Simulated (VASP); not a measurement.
Wanted: the native input for a VASP 6.6.1 run.

- Task: single point
- Functional: PBEsol
- Potentials or basis: VASP PAW PBE potentials, release 64 (Ti_sv, Al)
- Cutoff: 520 eV
- k mesh: 15 × 15 × 6
- Occupations: gaussian, width 0.15 eV
- Spin: no spin polarisation
- Dipole correction: no
- Further INCAR settings: ALGO = Fast; EDIFF = 1e-06; NBANDS = 28

The structure of Ti3Al lies in POSCAR:

```
Ti3Al
1.0
    2.9770768115      0.0000000000      0.0000000000
   -1.4885384057      2.5782241478      0.0000000000
    0.0000000000      0.0000000000      8.6442402299
Ti Al
3 1
Direct
    0.6666666667      0.3333333333      0.0000000000
    0.3333333333      0.6666666667      0.7347588385
    0.3333333333      0.6666666667      0.2652411615
    0.6666666667      0.3333333333      0.5000000000
```

This cell differs from its parent crystal: atoms shifted along a free coordinate, c/a of the conventional cell at fixed volume 2.9036.

These files were run (other wordings do the same):

INCAR

```
  ALGO = Fast
  EDIFF = 1E-6
  ENCUT = 520
  GGA = PS
  ISIF = 2
  ISMEAR = 0
  LASPH = T
  LCHARG = T
  LELF = T
  LREAL = F
  LVHAR = T
  LWAVE = F
  NBANDS = 28
  NELM = 80
  PREC = Accurate
  SIGMA = 0.15
```

KPOINTS

```
k-points
0
Gamma
  15 15 6
```

Potentials or basis: VASP PAW PBE potentials, release 64 (Ti_sv, Al).

The run is started by

```bash
$ cat potpaw_PBE.64/Ti_sv/POTCAR potpaw_PBE.64/Al/POTCAR > POTCAR
$ mpirun -np 1 vasp_std > vasp.out
```

It gave:

```yaml
Pressure: 1.7 GPa
Largest_force: 1.435 eV/Å
Band_gap_on_the_k_mesh: zero (an odd number of electrons rules out a gap without spin polarisation)
```

Caveat: the stress differs along the axes, from -3 to 11 GPa; the PAW data sets were made with another functional, which shifts forces and pressure a little.

Wall time 7.6 min on 1 thread of Intel(R) Xeon(R) Platinum 8488C (Sapphire Rapids), with other jobs on the host, peak memory 0.3 GiB.
